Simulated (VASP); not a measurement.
# SiC5 (P-62m) in VASP: further runs, part 2 of 2

VASP 6.6.1.

### 3 Relaxation of cell and atoms, PBE

The input, INCAR:

```
SYSTEM = SiC5
PREC     = Accurate       ! precision mode
ENCUT    = 600            ! plane-wave cutoff, eV
EDIFF    = 1E-6           ! SCF threshold, eV
ISMEAR   = 0              ! smearing method
SIGMA    = 0.1            ! smearing width, eV
LREAL    = .FALSE.        ! projectors in reciprocal space
LASPH    = .TRUE.         ! aspherical terms in the spheres
NELM     = 80             ! most SCF steps
ALGO     = Normal         ! electronic algorithm
ISIF     = 3              ! what is computed and relaxed
LWAVE    = .FALSE.        ! write WAVECAR
LCHARG   = .FALSE.        ! write CHGCAR
GGA      = PE             ! functional
IBRION   = 2              ! ionic algorithm
NSW      = 90             ! ionic steps
EDIFFG   = -0.04          ! ionic threshold
```

The input, KPOINTS:

```
Automatic mesh
0
G
  6 6 4
  0 0 0
```

The input, POSCAR:

```
SiC5
1.0
    5.1401796900      0.0000000000      0.0000000000
   -2.5700898500      4.4515261900      0.0000000000
    0.0000000000      0.0000000000      4.6189359900
Si C
1 5
Direct
    0.0000000000      0.0000000000      0.5000000000
    0.0000000000      0.6383360000      0.0000000000
    0.6383360000      0.0000000000      0.0000000000
    0.3616640000      0.3616640000      0.0000000000
    0.6666666700      0.3333333300      0.5000000000
    0.3333333300      0.6666666700      0.5000000000
```

Potentials or basis: VASP PAW PBE potentials, release 64 (Si, C).

The run is started by

```sh
$ cat potpaw_PBE.64/Si/POTCAR potpaw_PBE.64/C/POTCAR > POTCAR
$ mpirun -np 1 vasp_std > vasp.out
```

OUTCAR:

```text
SYSTEM = SiC5
   PREC = Accurate
   ENCUT = 600
   EDIFF = 1E-6
   ISMEAR = 0
   LREAL = .FALSE.
   LASPH = .TRUE.
   NELM = 80
   ISIF = 3
   GGA = PE
   IBRION = 2
   NSW = 90
   EDIFFG = -0.04

 ion  position               nearest neighbor table
   1  0.000  0.000  0.500-
   2  0.000  0.638  0.000-
   3  0.638  0.000  0.000-
   4  0.362  0.362  0.000-
   5  0.667  0.333  0.500-
   6  0.333  0.667  0.500-

  LATTYP: Found a hexagonal cell.
 ALAT       =     5.1401796900
 C/A-ratio  =     0.8985942649

  Lattice vectors:

 A1 = (   5.1401796900,   0.0000000000,   0.0000000000)
 A2 = (  -2.5700898500,   4.4515261900,   0.0000000000)
 A3 = (   0.0000000000,   0.0000000000,   4.6189359900)

Analysis of symmetry for initial positions (statically):
=====================================================================
 Subroutine PRICEL returns:
 Original cell was already a primitive cell.

 Routine SETGRP: Setting up the symmetry group for a
 hexagonal supercell.

 Subroutine GETGRP returns: Found 12 space group operations
 (whereof 12 operations were pure point group operations)
 out of a pool of 24 trial point group operations.

The static configuration has the point symmetry D_3h.

Analysis of symmetry for dynamics (positions and initial velocities):
=====================================================================
 Subroutine PRICEL returns:
 Original cell was already a primitive cell.

 Routine SETGRP: Setting up the symmetry group for a
 hexagonal supercell.

 Subroutine GETGRP returns: Found 12 space group operations
 (whereof 12 operations were pure point group operations)
 out of a pool of 24 trial point group operations.

The dynamic configuration has the point symmetry D_3h.

 Subroutine INISYM returns: Found 12 space group operations
 (whereof 12 operations are pure point group operations),
 and found     1 'primitive' translations

----------------------------------------------------------------------------------------

                                     Primitive cell

  volume of cell :     105.6889

[... 96 lines left out ...]
   IBRION =      2    ionic relax: 0-MD 1-quasi-New 2-CG
   NFREE  =      1    steps in history (QN), initial steepest desc. (CG)
   ISIF   =      3    stress and relaxation
   ISYM   =      2    0-nonsym 1-usesym 2-fastsym
   POTIM  = 0.5000    time-step for ionic-motion
   TEBEG  =    0.0;   TEEND  =   0.0 temperature during run
   PSTRESS=    0.0 pullay stress
   NELECT =      24.0000    total number of electrons
   NUPDOWN=      -1.0000    fix difference up-down
   EMIN   =  10.00;   EMAX   =-10.00  energy-range for DOS
   EFERMI =   0.00;   METHOD = LEGACY
   ISMEAR =     0;   SIGMA  =   0.10  broadening in eV -4-tet -1-fermi 0-gaus
   EFERMI_NEDOS =   21; number of points for ismear=-14 and -15
   IALGO  =     38    algorithm
   IMIX   =      4    mixing-type and parameters
     AMIX     =   0.40;   BMIX     =  1.00
     AMIX_MAG =   1.60;   BMIX_MAG =  1.00
  volume/ion in A,a.u.               =      17.61       118.87
  Fermi-wavevector in a.u.,A,eV,Ry     =   0.998778  1.887416 13.572586  0.997557
  Thomas-Fermi vector in A             =   2.131024
   LORBIT       =      0    0 simple, 1 ext, 2 COOP (PROOUT), +10 PAW based schemes
   GGA     = PE    functional components
   LHFCALC =     F    Hartree Fock is set to
   AEXX    =    0.0000 exact exchange contribution
   IVDW    =     0    specifies the selected vdW correction
   LEPSILON=     F    determine dielectric tensor
   LRPA    =     F    only Hartree local field effects (RPA)
 conjugate gradient relaxation of ions
 non-spin polarized calculation
 Gauss-broadening in eV      SIGMA  =   0.10
  energy-cutoff  :      600.00
  volume of cell :      105.69
 maximum number of plane-waves:      3548
 NGX is ok and might be reduce to    42
   NGX = 21   NGY = 21   NGZ = 19

--------------------------------------- Ionic step        1  -------------------------------------------

 number of electron      24.0000000 magnetization

 Free energy of the ion-electron system (eV)
  ---------------------------------------------------
  ext. energy  EPLUGINS =         0.00000000
  ---------------------------------------------------
  free energy    TOTEN  =       -21.14057507 eV

  energy without entropy =      -21.11911957  energy(sigma->0) =      -21.12984732

 E-fermi :   1.0599     XC(G=0):  -9.1092

 val. band max:        1.0353439001   @ k =   0.3333   0.3333   0.2500
 cond. band min:       1.0787129192   @ k =   0.3333   0.3333   0.2500
 fundamental gap:      0.0433690191
 Fermi energy:         1.0598791725
[... 907 lines left out ...]
      3      -2.1270      2.00000
      4      -2.1270      2.00000
      5      -0.9303      2.00000
      6      -0.0247      2.00000
[... 8 lines left out ...]
     15      17.1741      0.00000
     16      17.3106      0.00000

[... ionic steps 4 to 7 ...]

--------------------------------------- Ionic step        8  -------------------------------------------

 number of electron      24.0000000 magnetization

------------------------ aborting loop because EDIFF is reached ----------------------------------------
[... 75 lines left out ...]
--------------------------------------- Ionic step       10  -------------------------------------------

 number of electron      24.0000000 magnetization

 Free energy of the ion-electron system (eV)
  ---------------------------------------------------
  ext. energy  EPLUGINS =         0.00000000
  ---------------------------------------------------
  free energy    TOTEN  =       -30.12333249 eV

  energy without entropy =      -30.11394767  energy(sigma->0) =      -30.11864008

 E-fermi :   9.2443     XC(G=0): -12.7000

 val. band max:        9.2373586858   @ k =   0.5000  -0.0000   0.0000
 cond. band min:       9.2662289145   @ k =   0.3333  -0.0000   0.0000
 fundamental gap:      0.0288702287
 Fermi energy:         9.2442837890
[... 430 lines left out ...]
  FREE ENERGIE OF THE ION-ELECTRON SYSTEM (eV)
  ---------------------------------------------------
  free  energy   TOTEN  =       -30.1233324867 eV

  energy  without entropy=      -30.1139476675  energy(sigma->0) =      -30.11864008

 reached required accuracy - stopping structural energy minimisation
```

Run time: 9.8 min. Hardware: 1 thread of Intel Xeon 8259CL, shared host; peak memory 0.28 GiB.

What came out:

* Free energy: -30.1233 eV
* Relaxed volume: 7.71 Å³/atom
* Relaxed cell: a = 3.963 Å, b = 3.963 Å, c = 3.401 Å, α = 90.00°, β = 90.00°, γ = 120.00°
* Space group after relaxing (to 0.1 Å): P-62m (No. 189)
* Pressure after relaxing: -0.4 GPa
* Largest force after relaxing: 0.032 eV/Å
* Band gap on the k mesh: zero (bands 12 and 13 overlap by 4.97 eV)

Forces on the atoms (eV/Å):
```
Si   0.000  0.000  0.000
C    0.016 -0.028  0.000
C   -0.032  0.000  0.000
C    0.016  0.028  0.000
C    0.000  0.000  0.000
C    0.000  0.000  0.000
```

Stress tensor (GPa, compression positive):
```
-0.55  0.00  0.00
 0.00 -0.55  0.00
 0.00  0.00 -0.13
```

Final structure:
```cif
data_structure
_symmetry_space_group_name_H-M 'P 1'
_symmetry_Int_Tables_number 1
_cell_length_a 3.9628
_cell_length_b 3.9628
_cell_length_c 3.4012
_cell_angle_alpha 90.000
_cell_angle_beta 90.000
_cell_angle_gamma 120.000
_cell_volume 46.26
loop_
_atom_site_label
_atom_site_type_symbol
_atom_site_fract_x
_atom_site_fract_y
_atom_site_fract_z
_atom_site_occupancy
Si1 Si 0.00000 0.00000 0.50000 1
C1 C 0.00000 0.63320 0.00000 1
C2 C 0.63320 0.00000 0.00000 1
C3 C 0.36680 0.36680 0.00000 1
C4 C 0.66667 0.33333 0.50000 1
C5 C 0.33333 0.66667 0.50000 1
```

Levels at points of the mesh, in eV from the Fermi level:
```
           k point  band 8  band 9  band 10  band 11  band 12  band 13  band 14  band 15  band 16
(0.00, 0.00, 0.00)   -6.52   -5.80    -0.20    -0.08    -0.08     0.21     0.41     0.41     1.56
(0.50, 0.00, 0.00)   -4.83   -1.95    -1.60    -1.60    -1.23    -0.34    -0.01     0.95     2.12
(0.00, 0.00, 0.50)   -6.29   -4.48    -3.96    -3.96    -3.48    -3.48    -2.19     3.58     3.77
(0.50, 0.00, 0.50)   -6.63   -0.55     0.37     0.55     1.43     1.59     1.96     2.30     3.16
```

Caveat: the volume moved by over 15 % at a fixed basis, so the end points are rough.

### 4 Single point, PBE, collinear spin

The input, INCAR:

```
  PREC = Accurate
  ENCUT = 520
  EDIFF = 1E-6
  ISMEAR = 0
  SIGMA = 0.1
  LREAL = False
  LASPH = True
  NELM = 150
  ALGO = Normal
  ISIF = 2
  LWAVE = False
  LCHARG = True
  ISPIN = 2
  MAGMOM = 0 1 1 1 1 1
  LORBIT = 11
  GGA = PE
  LELF = True
  LVHAR = True
  NBANDS = 25
```

The input, KPOINTS:

```
regular mesh
0
Gamma
  6 6 4
```

POSCAR is that of step 3.

The run is started by

```sh
$ cat potpaw_PBE.64/Si/POTCAR potpaw_PBE.64/C/POTCAR > POTCAR
$ mpirun -np 1 vasp_std > vasp.out
```

Run time: 3.8 min. Hardware: 1 thread of Intel Xeon 8259CL, shared host; peak memory 0.3 GiB.

Results (log left out):

```yaml
Free_energy: -21.1410 eV
Pressure: -24.1 GPa
Largest_force: 0.174 eV/Å
Band_gap_on_the_k_mesh: zero (filled and empty bands overlap)
Net_moment: 0.00 μB per cell
Valence_electrons_inside_the_program's_atomic_spheres: Si 1.37; C 1.93, 1.94 (each value once)
```

Forces on the atoms (eV/Å):
```
Si   0.000  0.000  0.000
C    0.087 -0.151  0.000
C   -0.174  0.000  0.000
C    0.087  0.151  0.000
C    0.000  0.000  0.000
C    0.000  0.000  0.000
```

Stress tensor (GPa, compression positive):
```
-23.30   0.00   0.00
  0.00 -23.30   0.00
  0.00   0.00 -25.84
```

Levels at points of the mesh, in eV from the Fermi level:
Spin up:
```
           k point  band 10  band 11  band 12  band 13  band 14  band 15
(0.00, 0.00, 0.00)    -0.94    -0.59    -0.59     0.43     0.43     0.44
(0.50, 0.00, 0.00)    -0.91    -0.44    -0.32    -0.30     0.14     0.22
(0.00, 0.00, 0.50)    -1.47    -1.03    -1.03    -1.02    -1.02     0.59
(0.50, 0.00, 0.50)    -0.73    -0.70    -0.05     0.98     1.04     1.27
```
Spin down:
| k point | band 9 | band 10 | band 11 | band 12 | band 13 | band 14 | band 15 | band 16 |
| --- | --- | --- | --- | --- | --- | --- | --- | --- |
| (0.00, 0.00, 0.00) | -2.19 | -0.93 | -0.59 | -0.59 | 0.43 | 0.43 | 0.44 | 0.59 |
| (0.50, 0.00, 0.00) | -1.77 | -0.91 | -0.44 | -0.32 | -0.30 | 0.14 | 0.22 | 1.22 |
| (0.00, 0.00, 0.50) | -2.18 | -1.47 | -1.03 | -1.03 | -1.02 | -1.02 | 0.59 | 0.64 |
| (0.50, 0.00, 0.50) | -0.78 | -0.73 | -0.70 | -0.05 | 0.98 | 1.04 | 1.27 | 1.40 |

Caveat: the cell stands under tension.

### 5 Overview

| task | spin | cell | cutoff (eV) | gap on the mesh (eV) | pressure (GPa) | largest force (eV/Å) |
| --- | --- | --- | --- | --- | --- | --- |
| single point | off | as given | 520 | none | -24.1 | 0.17 |
| relaxation of cell and atoms | off | relaxed | 600 | none | -0.4 | 0.03 |
| single point | collinear | as given | 520 | none | -24.1 | 0.17 |

Alike in all rows: level PBE; potentials or basis VASP PAW PBE potentials, release 64 (Si, C); k mesh 6 × 6 × 4; smearing gaussian 0.1 eV.

Caveats: the cell stands under tension (at least some runs); the volume moved by over 15 % at a fixed basis, so the end points are rough (at least some runs).

Absolute energies hang on the potentials; compare differences alone.
